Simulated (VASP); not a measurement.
# Ir3Rh2 (I4/mmm) in VASP: single point with PBE

Aim: the single point of Ir3Rh2 with PBE.

Everything below comes from runs of VASP 6.6.1. Logs are shortened: lines on timing, memory, paths and dates and some standing lists are left out, and cuts for length are marked.

**1. The cell of the first run**

It takes space group I4/mmm (No. 139, tetragonal). The conventional cell has a = 2.702 Å, b = 2.702 Å, c = 19.109 Å, α = 90.00°, β = 90.00°, γ = 90.00°. Ir (site symmetry 4mm) has 8 Ir at 2.70 Å and 4 Rh at 2.70 Å within 3.6 Å. Within 3.6 Å of Ir (site symmetry 4/mmm) lie 12 Ir at 2.70 Å. Within 3.6 Å of Rh (site symmetry 4mm) lie 8 Rh at 2.70 Å and 4 Ir at 2.70 Å.

**2. Single point, PBE**

The input, INCAR:

```
SYSTEM = Ir3Rh2
PREC = Accurate ; ENCUT = 520
EDIFF = 1E-6 ; ISMEAR = 0
SIGMA = 0.1 ; LREAL = .False.
LASPH = .True. ; NELM = 80
ALGO = Fast ; ISIF = 2
LWAVE = .False. ; LCHARG = .False.
GGA = PE ; NBANDS = 36
```

The input, KPOINTS:

```
Automatic mesh
0
Gamma
  8 8 8
  0 0 0
```

The input, POSCAR:

```
Ir3Rh2
1.0
   -1.3512012300      1.3512012300      9.5544355300
    1.3512012300     -1.3512012300      9.5544355300
    1.3512012300      1.3512012300     -9.5544355300
Ir Rh
3 2
Direct
    0.9000000000      0.9000000000      0.0000000000
    0.1000000000      0.1000000000      0.0000000000
    0.5000000000      0.5000000000      0.0000000000
    0.3000000000      0.3000000000      0.0000000000
    0.7000000000      0.7000000000      0.0000000000
```

Potentials or basis: VASP PAW PBE potentials, release 64 (Ir, Rh_pv).

The run is started by

```sh
> cat potpaw_PBE.64/Ir/POTCAR potpaw_PBE.64/Rh_pv/POTCAR > POTCAR
> mpirun -np 1 vasp_std > vasp.out
```

OUTCAR:

```text
SYSTEM = Ir3Rh2
   PREC = Accurate
   ENCUT = 520
   EDIFF = 1E-6
   ISMEAR = 0
   LREAL = .False.
   LASPH = .True.
   NELM = 80
   ISIF = 2
   GGA = PE

 ion  position               nearest neighbor table
   1  0.900  0.900  0.000-   3 2.70   3 2.70   3 2.70   4 2.70   3 2.70   4 2.70   4 2.70   4 2.70

   2  0.100  0.100  0.000-   5 2.70   5 2.70   5 2.70   3 2.70   5 2.70   3 2.70   3 2.70   3 2.70

   3  0.500  0.500  0.000-   2 2.70   2 2.70   2 2.70   1 2.70   2 2.70   1 2.70   1 2.70   1 2.70

   4  0.300  0.300  0.000-   5 2.70   5 2.70   5 2.70   5 2.70   1 2.70   1 2.70   1 2.70   1 2.70

   5  0.700  0.700  0.000-   4 2.70   4 2.70   4 2.70   4 2.70   2 2.70   2 2.70   2 2.70   2 2.70

  LATTYP: Found a body centered tetragonal cell.
 ALAT       =     2.7024024600
 C/A-ratio  =     7.0710678157

  Lattice vectors:

 A1 = (  -1.3512012300,   1.3512012300,   9.5544355300)
 A2 = (   1.3512012300,  -1.3512012300,   9.5544355300)
 A3 = (   1.3512012300,   1.3512012300,  -9.5544355300)

Analysis of symmetry for initial positions (statically):
=====================================================================
 Subroutine PRICEL returns:
 Original cell was already a primitive cell.

 Routine SETGRP: Setting up the symmetry group for a
 body centered tetragonal supercell.

 Subroutine GETGRP returns: Found 16 space group operations
 (whereof 16 operations were pure point group operations)
 out of a pool of 16 trial point group operations.

The static configuration has the point symmetry D_4h.

Analysis of symmetry for dynamics (positions and initial velocities):
=====================================================================
 Subroutine PRICEL returns:
 Original cell was already a primitive cell.

 Routine SETGRP: Setting up the symmetry group for a
 body centered tetragonal supercell.

 Subroutine GETGRP returns: Found 16 space group operations
 (whereof 16 operations were pure point group operations)
 out of a pool of 16 trial point group operations.

The dynamic configuration has the point symmetry D_4h.

 Subroutine INISYM returns: Found 16 space group operations
 (whereof 16 operations are pure point group operations),
 and found     1 'primitive' translations

----------------------------------------------------------------------------------------

                                     Primitive cell

  volume of cell :      69.7758

  direct lattice vectors                    reciprocal lattice vectors
    -1.351201230  1.351201230  9.554435530     0.000000000  0.370041108  0.052331715
     1.351201230 -1.351201230  9.554435530     0.370041108  0.000000000  0.052331715
[... 98 lines left out ...]
   ISYM   =      2    0-nonsym 1-usesym 2-fastsym
   POTIM  = 0.5000    time-step for ionic-motion
   TEBEG  =    0.0;   TEEND  =   0.0 temperature during run
   PSTRESS=    0.0 pullay stress
   NELECT =      57.0000    total number of electrons
   NUPDOWN=      -1.0000    fix difference up-down
   EMIN   =  10.00;   EMAX   =-10.00  energy-range for DOS
   EFERMI =   0.00;   METHOD = LEGACY
   ISMEAR =     0;   SIGMA  =   0.10  broadening in eV -4-tet -1-fermi 0-gaus
   EFERMI_NEDOS =   21; number of points for ismear=-14 and -15
   IALGO  =     68    algorithm
   IMIX   =      4    mixing-type and parameters
     AMIX     =   0.40;   BMIX     =  1.00
     AMIX_MAG =   1.60;   BMIX_MAG =  1.00
  volume/ion in A,a.u.               =      13.96        94.17
  Fermi-wavevector in a.u.,A,eV,Ry     =   1.530376  2.891991 31.865526  2.342050
  Thomas-Fermi vector in A             =   2.637867
   LORBIT       =      0    0 simple, 1 ext, 2 COOP (PROOUT), +10 PAW based schemes
   GGA     = PE    functional components
   LHFCALC =     F    Hartree Fock is set to
   AEXX    =    0.0000 exact exchange contribution
   IVDW    =     0    specifies the selected vdW correction
   LEPSILON=     F    determine dielectric tensor
   LRPA    =     F    only Hartree local field effects (RPA)
 non-spin polarized calculation
 RMM-DIIS sequential band-by-band and
 Gauss-broadening in eV      SIGMA  =   0.10
  energy-cutoff  :      520.00
  volume of cell :       69.78
 maximum number of plane-waves:      1904
   NGX = 37   NGY = 37   NGZ = 37

 number of electron      57.0000009 magnetization

 Free energy of the ion-electron system (eV)
  ---------------------------------------------------
  ext. energy  EPLUGINS =         0.00000000
  ---------------------------------------------------
  free energy    TOTEN  =       -40.98998706 eV

  energy without entropy =      -40.96047948  energy(sigma->0) =      -40.97523327

 E-fermi :  11.0206     XC(G=0): -14.0208

 val. band max:       10.9976496321   @ k =  -0.1250  -0.2500   0.1250
 cond. band min:      11.0238047619   @ k =   0.2500   0.1250   0.1250
 fundamental gap:      0.0261551298
 Fermi energy:        11.0206081234

 k-point     1 :       0.0000    0.0000    0.0000
  band No.  band energies     occupation
      1     -35.9449      2.00000
      2     -35.6187      2.00000
      3     -35.6187      2.00000
      4     -35.6185      2.00000
      5     -35.4910      2.00000
      6     -35.4910      2.00000
[... 925 lines left out ...]
     35      15.4504      0.00000
     36      16.2953      0.00000

 [... further k-points ...]

------------------------ aborting loop because EDIFF is reached ----------------------------------------

  FORCE on cell =-STRESS in cart. coord.  units (eV):
  Direction    XX          YY          ZZ          XY          YZ          ZX
  --------------------------------------------------------------------------------------
  -------------------------------------------------------------------------------------
  Total        4.2603979      4.2603979      3.5427019      0.0000000      0.0000000      0.0000000
  in kB       97.8263068     97.8263068     81.3467307      0.0000000      0.0000000      0.0000000
  external PRESSURE =      92.3331148 kB  Pullay stress =       0.0000000 kB

 VOLUME and BASIS-vectors are now :
 -----------------------------------------------------------------------------
  energy-cutoff  :      520.00
  volume of cell :       69.78
      direct lattice vectors                 reciprocal lattice vectors
    -1.351201230  1.351201230  9.554435530     0.000000000  0.370041108  0.052331715
     1.351201230 -1.351201230  9.554435530     0.370041108  0.000000000  0.052331715
     1.351201230  1.351201230 -9.554435530     0.370041108  0.370041108  0.000000000

 POSITION                                       TOTAL-FORCE (eV/Angst)
 -----------------------------------------------------------------------------------
      0.00000      0.00000     17.19798        -0.000000     -0.000000     -0.260523
      0.00000      0.00000      1.91089         0.000000      0.000000      0.260523
      0.00000      0.00000      9.55444         0.000000      0.000000     -0.000000
      0.00000      0.00000      5.73266         0.000000      0.000000      0.131976
      0.00000      0.00000     13.37621        -0.000000     -0.000000     -0.131976
 -----------------------------------------------------------------------------------
    total drift:                                0.000000      0.000000     -0.000000

  FREE ENERGIE OF THE ION-ELECTRON SYSTEM (eV)
  ---------------------------------------------------
  free  energy   TOTEN  =       -40.9899870579 eV

  energy  without entropy=      -40.9604794778  energy(sigma->0) =      -40.97523327
```

OSZICAR:

```text
N       E                     dE             d eps       ncg     rms          rms(c)
DAV:   1     0.704077082959E+03    0.70408E+03   -0.30596E+04  4424   0.170E+03
DAV:   2    -0.694096148995E+01   -0.71102E+03   -0.69030E+03  4320   0.542E+02
DAV:   3    -0.430711351771E+02   -0.36130E+02   -0.32836E+02  4848   0.128E+02
DAV:   4    -0.443098741553E+02   -0.12387E+01   -0.12211E+01  4548   0.236E+01
DAV:   5    -0.443422103139E+02   -0.32336E-01   -0.32318E-01  4824   0.367E+00    0.302E+01
RMM:   6    -0.489363187624E+02   -0.45941E+01   -0.93666E+00  4584   0.197E+01    0.363E+01
RMM:   7    -0.415255870914E+02    0.74107E+01   -0.35815E+00  4438   0.146E+01    0.104E+01
RMM:   8    -0.411090779249E+02    0.41651E+00   -0.19457E+00  4281   0.104E+01    0.340E+00
RMM:   9    -0.410047415962E+02    0.10434E+00   -0.37937E-01  4424   0.427E+00    0.106E+00
RMM:  10    -0.409903074350E+02    0.14434E-01   -0.75843E-02  4617   0.191E+00    0.499E-01
RMM:  11    -0.409897919945E+02    0.51544E-03   -0.15986E-02  4788   0.756E-01    0.148E-01
RMM:  12    -0.409899832236E+02   -0.19123E-03   -0.41836E-03  4865   0.347E-01    0.134E-01
RMM:  13    -0.409899702575E+02    0.12966E-04   -0.90961E-04  4746   0.196E-01    0.440E-02
RMM:  14    -0.409899913209E+02   -0.21063E-04   -0.28842E-04  5533   0.791E-02    0.366E-02
RMM:  15    -0.409899899188E+02    0.14021E-05   -0.85973E-05  4518   0.623E-02    0.258E-02
RMM:  16    -0.409899863019E+02    0.36168E-05   -0.19903E-05  4478   0.370E-02    0.886E-03
RMM:  17    -0.409899870579E+02   -0.75594E-06   -0.64650E-06  3721   0.130E-02
   1 F= -.40989987E+02 E0= -.40975233E+02  d E =-.295076E-01
```

Wall time 27 min (1 thread of Intel Xeon Platinum 8488C (Sapphire Rapids), shared host); peak memory 0.78 GiB.

What came out:

* Free energy: -40.9900 eV
* Pressure: 9.2 GPa
* Largest force: 0.261 eV/Å
* Band gap on the k mesh: zero (an odd number of electrons rules out a gap without spin polarisation)

Forces on the atoms (eV/Å):
```
Ir   0.000  0.000 -0.261
Ir   0.000  0.000  0.261
Ir   0.000  0.000  0.000
Rh   0.000  0.000  0.132
Rh   0.000  0.000 -0.132
```

Levels at points of the mesh, in eV from the Fermi level:
```csv
k point,band 26,band 27,band 28,band 29,band 30,band 31,band 32,band 33
"(0.00, 0.00, 0.00)",-1.10,-0.58,-0.48,0.30,0.35,0.35,0.43,0.59
"(0.50, 0.00, 0.00)",-0.95,-0.84,-0.14,0.11,0.38,0.73,0.79,1.87
"(0.50, 0.50, 0.00)",0.86,0.86,1.26,1.48,1.64,1.65,2.31,4.48
"(0.50, 0.50, 0.50)",-1.02,-0.97,-0.94,-0.91,-0.91,-0.07,0.14,0.80
```

Caveat: the cell stands under pressure; spin-orbit coupling is left out, which moves the levels of the heavy elements.
